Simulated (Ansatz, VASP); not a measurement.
# TaN: VASP beside Ansatz

The input INCAR:

```
SYSTEM = TaN
PREC = Accurate
ENCUT = 520
EDIFF = 1E-6
ISMEAR = -1
SIGMA = 0.05
LREAL = .FALSE.
LASPH = .TRUE.
NELM = 80
ALGO = Normal
ISIF = 2
LWAVE = .FALSE.
LCHARG = .FALSE.
GGA = PE
NBANDS = 15
```

KPOINTS

```
regular mesh
0
G
  14 14 14
  0 0 0
```

POSCAR

```
TaN
1.0
    2.4181105352      0.0000000000      0.0000000000
    0.0000000000      2.4181105352      0.0000000000
    0.0000000000      0.0000000000      2.4181105352
Ta N
1 1
Direct
    0.0000000000      0.0000000000      0.0000000000
    0.5000000000      0.5000000000      0.5000000000
```

Input for Ansatz:

```yaml
crystal:
  lattice:
    - [2.4181105352, 0.0, 0.0]
    - [0.0, 2.4181105352, 0.0]
    - [0.0, 0.0, 2.4181105352]
  atoms:
    - { symbol: Ta, position: [0.0, 0.0, 0.0] }
    - { symbol: "N", position: [0.5, 0.5, 0.5] }
kpoints:
  mp_grid: { grid: [14, 14, 14] }
scf:
  occupations: { method: fermi_dirac, width: 0.05 }
hamiltonian:
  xc: pbe
  pseudopotentials: { kind: all_electron, lapw: { basis_error: 0.001 } }
output:
  forces: true
  stress: true
  eigenvalues: true
  populations: true
```

Change from the starting cell: volume scaled by 0.68, LAPW.

Alike in both runs: task single point; functional PBE; k mesh 14 × 14 × 14; occupations fermi-dirac, width 0.05 eV; no spin polarisation.

|  | VASP | Ansatz |
| --- | --- | --- |
| version | VASP 6.6.1 | Ansatz 0.2.0 |
| potentials or method | VASP PAW PBE potentials, release 64 (Ta_pv, N), cutoff 520 eV | all-electron LAPW, scalar-relativistic |

|  | VASP | Ansatz | Ansatz less VASP |
| --- | --- | --- | --- |
| pressure (GPa) | 285.7 | 276.7 | -9.03 |

Both programs put the cell under a high pressure, so it lies far from rest at this level. Ansatz ran all-electron here, and VASP with PAW potentials.

Neither program's run includes spin-orbit coupling. Noted on VASP's run: the cell as given lies far from equilibrium.
